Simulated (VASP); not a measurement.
Here is a VASP 6.6.1 calculation.

INCAR

```
SYSTEM = Mn
PREC = Accurate ; ENCUT = 500
EDIFF = 1E-6 ; ISMEAR = 0
SIGMA = 0.1 ; LREAL = .False.
LASPH = .True. ; NELM = 200
ALGO = Normal ; ISIF = 2
LWAVE = .False. ; LCHARG = .True.
ISPIN = 2 ; MAGMOM = 0.76
LORBIT = 11 ; LMAXMIX = 4
GGA = PE ; IVDW = 12
LELF = .True. ; LVHAR = .True.
NBANDS = 16 ; ISYM = 0
GGA_COMPAT = .False.
```

KPOINTS

```
Automatic mesh
0
Gamma
  4 9 2
  0 0 0
```

Contents of POSCAR:

```
Mn
1.0
   -1.3932737400      1.3932737400      1.3932737400
    1.3932737400     -1.3932737400      1.3932737400
    1.3932737400      1.3932737400     -1.3932737400
Mn
1
Direct
    0.0000000000      0.0000000000      0.0000000000
```

Potentials or basis: VASP PAW PBE potentials, release 64 (Mn_pv).

Run with:

```bash
$ cat potpaw_PBE.64/Mn_pv/POTCAR > POTCAR
$ mpirun -np 1 vasp_std > vasp.out
```

(1) Predict the site moments.

(2) What does it give for the dispersion energy per atom?

## Answers

(1) Mn +1.27 μB.

(2) -0.377 eV.

Caveat: the k points lie up to 1.32 Å⁻¹ apart, too coarse for converged energies, forces and pressures.
